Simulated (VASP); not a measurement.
# Sr (Fm-3m) in VASP: notebook

Aim: see how the results for Sr move with the level of theory and the settings. Levels: r2SCAN, PBE. Tasks: single point.

All numbers are computed with VASP 6.6.1; they aren't measurements. Logs are shortened: lines on timing, memory, paths and dates and some standing lists are left out, and cuts for length are marked.

### 1 The cell of the first run

The structure is cubic, space group Fm-3m (No. 225). Conventional cell: a = 6.113 Å, b = 6.113 Å, c = 6.113 Å, α = 90.00°, β = 90.00°, γ = 90.00°. Within 5.7 Å of Sr (site symmetry m-3m) lie 12 Sr at 4.32 Å.

### 2 Single point, r2SCAN

POSCAR

```
Sr
1.0
    0.0000000000      3.0564736283      3.0564736283
    3.0564736283      0.0000000000      3.0564736283
    3.0564736283      3.0564736283      0.0000000000
Sr
1
Direct
    0.0000000000      0.0000000000      0.0000000000
```

INCAR.step1

```
SYSTEM = Sr
PREC = Accurate
ENCUT = 520
ISMEAR = -1
SIGMA = 0.1
LREAL = .FALSE.
LASPH = .TRUE.
NELM = 60
NBANDS = 11
GGA = PE
ALGO = Normal
EDIFF = 1E-4
LWAVE = .TRUE.
LCHARG = .FALSE.
```

INCAR.step2

```
SYSTEM = Sr
PREC = Accurate
ENCUT = 520
EDIFF = 1E-6
ISMEAR = -1
SIGMA = 0.1
LREAL = .FALSE.
LASPH = .TRUE.
NELM = 60
ALGO = Normal
ISIF = 2
LWAVE = .FALSE.
LCHARG = .FALSE.
METAGGA = R2SCAN
LMIXTAU = .TRUE.
NBANDS = 11
ISTART = 1
```

KPOINTS

```
regular mesh
0
G
  10 10 10
  0 0 0
```

Potentials or basis: VASP PAW PBE potentials, release 64 (Sr_sv).

Run with:

```bash
$ cat potpaw_PBE.64/Sr_sv/POTCAR > POTCAR
$ cp INCAR.step1 INCAR
$ mpirun -np 1 vasp_std > vasp.out
$ cp INCAR.step2 INCAR
$ mpirun -np 1 vasp_std > vasp.out
```

OUTCAR:

```text
SYSTEM = Sr
   PREC = Accurate
   ENCUT = 520
   EDIFF = 1E-6
   ISMEAR = -1
   LREAL = .FALSE.
   LASPH = .TRUE.
   NELM = 60
   ISIF = 2
   METAGGA = R2SCAN
   ISTART = 1

 ion  position               nearest neighbor table
   1  0.000  0.000  0.000-

  LATTYP: Found a face centered cubic cell.
 ALAT       =     6.1129472566

  Lattice vectors:

 A1 = (   0.0000000000,   3.0564736283,   3.0564736283)
 A2 = (   3.0564736283,   0.0000000000,   3.0564736283)
 A3 = (   3.0564736283,   3.0564736283,   0.0000000000)

Analysis of symmetry for initial positions (statically):
=====================================================================
 Subroutine PRICEL returns:
 Original cell was already a primitive cell.

 Routine SETGRP: Setting up the symmetry group for a
 face centered cubic supercell.

 Subroutine GETGRP returns: Found 48 space group operations
 (whereof 48 operations were pure point group operations)
 out of a pool of 48 trial point group operations.

The static configuration has the point symmetry O_h .

Analysis of symmetry for dynamics (positions and initial velocities):
=====================================================================
 Subroutine PRICEL returns:
 Original cell was already a primitive cell.

 Routine SETGRP: Setting up the symmetry group for a
 face centered cubic supercell.

 Subroutine GETGRP returns: Found 48 space group operations
 (whereof 48 operations were pure point group operations)
 out of a pool of 48 trial point group operations.

The dynamic configuration has the point symmetry O_h .

 Subroutine INISYM returns: Found 48 space group operations
 (whereof 48 operations are pure point group operations),
 and found     1 'primitive' translations

----------------------------------------------------------------------------------------

                                     Primitive cell

  volume of cell :      57.1073

  direct lattice vectors                    reciprocal lattice vectors
     0.000000000  3.056473628  3.056473628    -0.163587212  0.163587212  0.163587212
     3.056473628  0.000000000  3.056473628     0.163587212 -0.163587212  0.163587212
     3.056473628  3.056473628  0.000000000     0.163587212  0.163587212 -0.163587212

  length of vectors
     4.322506458  4.322506458  4.322506458     0.283341363  0.283341363  0.283341363

  position of ions in fractional coordinates (direct lattice)
     0.000000000  0.000000000  0.000000000

  ion indices of the primitive-cell ions
   primitive index   ion index
                 1           1

----------------------------------------------------------------------------------------

 KPOINTS: regular mesh

Automatic generation of k-mesh.
 Grid dimensions read from file:
 generate k-points for:   10   10   10

 Generating k-lattice:

  Cartesian coordinates                     Fractional coordinates (reciprocal lattice)
    -0.016358721  0.016358721  0.016358721     0.100000000  0.000000000  0.000000000
     0.016358721 -0.016358721  0.016358721     0.000000000  0.100000000  0.000000000
     0.016358721  0.016358721 -0.016358721     0.000000000  0.000000000  0.100000000

  Length of vectors
     0.028334136  0.028334136  0.028334136

  Shift w.r.t. Gamma in fractional coordinates (k-lattice)
     0.000000000  0.000000000  0.000000000

 Subroutine IBZKPT returns following result:
 ===========================================

 Found     47 irreducible k-points:

 Following reciprocal coordinates:
            Coordinates               Weight
  0.000000  0.000000  0.000000      1.000000
  0.100000  0.000000  0.000000      8.000000
  0.200000  0.000000  0.000000      8.000000
  0.300000  0.000000  0.000000      8.000000
  0.400000  0.000000  0.000000      8.000000
  0.500000  0.000000  0.000000      4.000000
[... 16 lines left out ...]
  0.300000  0.300000  0.000000      6.000000
  0.400000  0.300000  0.000000     24.000000
 [... further k-points ...]
   k-points           NKPTS =     47   k-points in BZ     NKDIM =     47   number of bands    NBANDS=     11
   number of dos      NEDOS =    301   number of ions     NIONS =      1
   total plane-waves  NPLWV =  32768
   dimension x,y,z NGX =    32 NGY =   32 NGZ =   32
   dimension x,y,z NGXF=    64 NGYF=   64 NGZF=   64
   ions per type =               1
   NGX,Y,Z   is equivalent  to a cutoff of  12.31, 12.31, 12.31 a.u.
   NGXF,Y,Z  is equivalent  to a cutoff of  24.61, 24.61, 24.61 a.u.
 SYSTEM =  Sr
   PREC   = accura    normal or accurate (medium, high low for compatibility)
   ISTART =      1    job   : 0-new  1-cont  2-samecut
   ICHARG =      0    charge: 1-file 2-atom 10-const
   ISPIN  =      1    spin polarized calculation?
   LNONCOLLINEAR =      F non collinear calculations
   LSORBIT =      F    spin-orbit coupling
   LASPH  =      T    aspherical Exc in radial PAW
   ENCUT  =  520.0 eV  38.22 Ry    6.18 a.u.   8.04  8.04  8.04*2*pi/ulx,y,z
   NELM   =     60;   NELMIN=  2; NELMDL=  0     # of ELM steps
   EDIFF  = 0.1E-05   stopping-criterion for ELM
   LREAL  =      F    real-space projection
   EDIFFG = 0.1E-04   stopping-criterion for IOM
   NSW    =      0    number of steps for IOM
   IBRION =     -1    ionic relax: 0-MD 1-quasi-New 2-CG
   NFREE  =      0    steps in history (QN), initial steepest desc. (CG)
   ISIF   =      2    stress and relaxation
   ISYM   =      2    0-nonsym 1-usesym 2-fastsym
   POTIM  = 0.5000    time-step for ionic-motion
   TEBEG  =    0.0;   TEEND  =   0.0 temperature during run
   PSTRESS=    0.0 pullay stress
   NELECT =      10.0000    total number of electrons
   NUPDOWN=      -1.0000    fix difference up-down
   EMIN   =  10.00;   EMAX   =-10.00  energy-range for DOS
   EFERMI =   0.00;   METHOD = LEGACY
   ISMEAR =    -1;   SIGMA  =   0.10  broadening in eV -4-tet -1-fermi 0-gaus
   EFERMI_NEDOS =   21; number of points for ismear=-14 and -15
   IALGO  =     38    algorithm
   IMIX   =      4    mixing-type and parameters
     AMIX     =   0.40;   BMIX     =  1.00
     AMIX_MAG =   1.60;   BMIX_MAG =  1.00
  volume/ion in A,a.u.               =      57.11       385.38
  Fermi-wavevector in a.u.,A,eV,Ry     =   0.915892  1.730785 11.413354  0.838858
  Thomas-Fermi vector in A             =   2.040685
   LORBIT       =      0    0 simple, 1 ext, 2 COOP (PROOUT), +10 PAW based schemes
   METAGGA = R2SCAN    functional components
   LHFCALC =     F    Hartree Fock is set to
   AEXX    =    0.0000 exact exchange contribution
   IVDW    =     0    specifies the selected vdW correction
   LEPSILON=     F    determine dielectric tensor
   LRPA    =     F    only Hartree local field effects (RPA)
 non-spin polarized calculation
  energy-cutoff  :      520.00
  volume of cell :       57.11
 maximum number of plane-waves:      1572
   NGX = 17   NGY = 17   NGZ = 17

 number of electron      10.0000000 magnetization

 Free energy of the ion-electron system (eV)
  ---------------------------------------------------
  ext. energy  EPLUGINS =         0.00000000
  ---------------------------------------------------
  free energy    TOTEN  =       -15.12154818 eV

  energy without entropy =      -15.08104431  energy(sigma->0) =      -15.10129625

 E-fermi :   1.4642     XC(G=0):  -7.6731

 val. band max:        1.4597792288   @ k =  -0.4000   0.3000   0.0000
 cond. band min:       1.4748169748   @ k =  -0.3000   0.4000   0.1000
 fundamental gap:      0.0150377460
 Fermi energy:         1.4641652590

 k-point     1 :       0.0000    0.0000    0.0000
  band No.  band energies     occupation
      1     -36.6187      2.00000
      2     -17.8829      2.00000
      3     -17.8829      2.00000
      4     -17.8829      2.00000
      5      -2.3003      2.00000
      6       4.1368      0.00000
      7       4.1368      0.00000
      8       4.1368      0.00000
      9       5.6281      0.00000
     10       5.6281      0.00000
     11       8.8854      0.00000

 k-point     2 :       0.1000    0.0000    0.0000
  band No.  band energies     occupation
      1     -36.6175      2.00000
      2     -17.9005      2.00000
      3     -17.8853      2.00000
      4     -17.8853      2.00000
      5      -2.1370      2.00000
      6       3.8624      0.00000
      7       4.2103      0.00000
      8       4.2103      0.00000
      9       5.5266      0.00000
     10       5.5266      0.00000
     11       9.3052      0.00000

 k-point     3 :       0.2000    0.0000    0.0000
  band No.  band energies     occupation
      1     -36.6143      2.00000
      2     -17.9459      2.00000
      3     -17.8913      2.00000
      4     -17.8913      2.00000
      5      -1.6672      2.00000
      6       3.2551      0.00000
      7       4.3069      0.00000
      8       4.3069      0.00000
      9       5.4542      0.00000
     10       5.4542      0.00000
     11       9.0695      0.00000

 k-point     4 :       0.3000    0.0000    0.0000
  band No.  band energies     occupation
      1     -36.6104      2.00000
      2     -18.0012      2.00000
      3     -17.8988      2.00000
      4     -17.8988      2.00000
      5      -0.9543      2.00000
      6       2.5672      0.00003
      7       4.1966      0.00000
      8       4.1966      0.00000
      9       5.7859      0.00000
     10       5.7859      0.00000
     11       8.2331      0.00000
[... 239 lines left out ...]
 k-point    22 :      -0.2000    0.2000    0.0000
  band No.  band energies     occupation
      1     -36.6090      2.00000
      2     -17.9925      2.00000
      3     -17.9326      2.00000
      4     -17.8980      2.00000
      5      -0.7065      2.00000
      6       2.6937      0.00001
      7       3.4912      0.00000
      8       4.6456      0.00000
      9       4.9988      0.00000
     10       6.4889      0.00000
     11       8.7081      0.00000

 k-point    23 :       0.3000    0.3000    0.0000
  band No.  band energies     occupation
      1     -36.6076      2.00000
      2     -17.9957      2.00000
      3     -17.9254      2.00000
      4     -17.9254      2.00000
      5      -0.5428      2.00000
      6       2.5339      0.00005
      7       3.3777      0.00000
      8       5.0974      0.00000
      9       5.0974      0.00000
     10       6.2593      0.00000
     11       9.7318      0.00000

 k-point    24 :       0.4000    0.3000    0.0000
  band No.  band energies     occupation
      1     -36.6051      2.00000
      2     -18.0193      2.00000
      3     -17.9383      2.00000
      4     -17.9327      2.00000
      5       0.0486      2.00000
      6       2.2829      0.00056
      7       2.9584      0.00000
      8       5.2369      0.00000
      9       5.5757      0.00000
     10       6.5714      0.00000
     11       8.2897      0.00000

 [... further k-points ...]

------------------------ aborting loop because EDIFF is reached ----------------------------------------

  FORCE on cell =-STRESS in cart. coord.  units (eV):
  Direction    XX          YY          ZZ          XY          YZ          ZX
  --------------------------------------------------------------------------------------
  -------------------------------------------------------------------------------------
  Total       -0.0126011     -0.0126011     -0.0126011      0.0000000      0.0000000      0.0000000
  in kB       -0.3535295     -0.3535295     -0.3535295      0.0000000      0.0000000      0.0000000
  external PRESSURE =      -0.3535295 kB  Pullay stress =       0.0000000 kB

 VOLUME and BASIS-vectors are now :
 -----------------------------------------------------------------------------
  energy-cutoff  :      520.00
  volume of cell :       57.11
      direct lattice vectors                 reciprocal lattice vectors
     0.000000000  3.056473628  3.056473628    -0.163587212  0.163587212  0.163587212
     3.056473628  0.000000000  3.056473628     0.163587212 -0.163587212  0.163587212
     3.056473628  3.056473628  0.000000000     0.163587212  0.163587212 -0.163587212

 POSITION                                       TOTAL-FORCE (eV/Angst)
 -----------------------------------------------------------------------------------
      0.00000      0.00000      0.00000        -0.000000     -0.000000      0.000000
 -----------------------------------------------------------------------------------
    total drift:                                0.000000      0.000000     -0.000000

  FREE ENERGIE OF THE ION-ELECTRON SYSTEM (eV)
  ---------------------------------------------------
  free  energy   TOTEN  =       -15.1215481842 eV

  energy  without entropy=      -15.0810443064  energy(sigma->0) =      -15.10129625
```

It took 58 s on 1 thread of AMD EPYC 9R45 (Zen 5), shared host; peak memory 0.17 GiB.

What came out:

```yaml
Free_energy: -15.1215 eV
Pressure: 0.0 GPa
Band_gap_on_the_k_mesh: zero (bands 5 and 6 overlap by 0.14 eV)
```

Caveat: the PAW data sets were made with another functional, which shifts forces and pressure a little.

### 3 Single point, r2SCAN

POSCAR is that of step 2.

INCAR.step1

```
ALGO = Normal
EDIFF = 1E-4
ENCUT = 520
GGA = PE
ISMEAR = -1
LASPH = T
LCHARG = F
LREAL = F
LWAVE = T
NBANDS = 11
NELM = 60
PREC = Accurate
SIGMA = 0.1
```

INCAR.step2

```
ALGO = Normal
EDIFF = 1E-6
ENCUT = 520
ISIF = 2
ISMEAR = -1
ISTART = 1
LASPH = T
LCHARG = F
LMIXTAU = T
LREAL = F
LWAVE = F
METAGGA = R2SCAN
NBANDS = 11
NELM = 60
PREC = Accurate
SIGMA = 0.1
```

KPOINTS

```
k-points
0
Gamma
  10 10 10
```

Potentials or basis: VASP PAW PBE potentials, release 64 (Sr_sv).

Run with:

```bash
$ cat potpaw_PBE.64/Sr_sv/POTCAR > POTCAR
$ cp INCAR.step1 INCAR
$ mpirun -np 1 vasp_std > vasp.out
$ cp INCAR.step2 INCAR
$ mpirun -np 1 vasp_std > vasp.out
```

It took 58 s on 1 thread of AMD EPYC 9R45 (Zen 5), shared host; peak memory 0.17 GiB.

Results (log left out):

```
Free energy            : -15.1215 eV
Pressure               : 0.0 GPa
Band gap on the k mesh : zero (bands 5 and 6 overlap by 0.14 eV)
```

Levels at points of the mesh, in eV from the Fermi level:
```
           k point  band 1  band 2  band 3  band 4  band 5  band 6  band 7  band 8  band 9  band 10
(0.00, 0.00, 0.00)  -38.08  -19.35  -19.35  -19.35   -3.76    2.67    2.67    2.67    4.16     4.16
(0.50, 0.00, 0.00)  -38.07  -19.53  -19.37  -19.37   -1.03   -0.07    2.48    2.48    5.20     5.20
(0.50, 0.50, 0.00)  -38.07  -19.52  -19.41  -19.41   -0.55    0.53    0.98    5.20    5.51     5.51
```

Caveat: the PAW data sets were made with another functional, which shifts forces and pressure a little.

### 4 Single point, PBE

This run uses another cell than the first one, of 51.62 Å³/atom.

INCAR

```
ALGO     = Normal         # electronic algorithm
EDIFF    = 1E-7           # SCF threshold, eV
ENCUT    = 520            # plane-wave cutoff, eV
GGA      = PE             # functional
ISIF     = 2              # what is computed and relaxed
ISMEAR   = -1             # smearing method
LASPH    = True           # aspherical terms in the spheres
LCHARG   = False          # write CHGCAR
LREAL    = False          # projectors in reciprocal space
LWAVE    = False          # write WAVECAR
NBANDS   = 11             # bands
NELM     = 60             # most SCF steps
PREC     = Accurate       # precision mode
SIGMA    = 0.06122561905347299 # smearing width, eV
```

KPOINTS

```
k-points
0
Gamma
  31 31 31
```

POSCAR

```
Sr
1.0
    0.0000000000      2.9551905620      2.9551905620
    2.9551905620      0.0000000000      2.9551905620
    2.9551905620      2.9551905620      0.0000000000
Sr
1
Direct
    0.0000000000      0.0000000000      0.0000000000
```

Run with:

```bash
$ cat potpaw_PBE.64/Sr_sv/POTCAR > POTCAR
$ mpirun -np 1 vasp_std > vasp.out
```

Wall time 2.9 min (1 thread of AMD EPYC 9R45 (Zen 5), shared host); peak memory 0.52 GiB.

It converged, with:

- Free energy: -1.6379 eV
- Pressure: 0.8 GPa
- Band gap on the k mesh: zero (filled and empty bands overlap)

Levels at points of the mesh, in eV from the Fermi level:
| k point | band 3 | band 4 | band 5 | band 6 | band 7 | band 8 |
| --- | --- | --- | --- | --- | --- | --- |
| (0.00, 0.00, 0.00) | -18.38 | -18.38 | -3.75 | 2.40 | 2.40 | 2.40 |
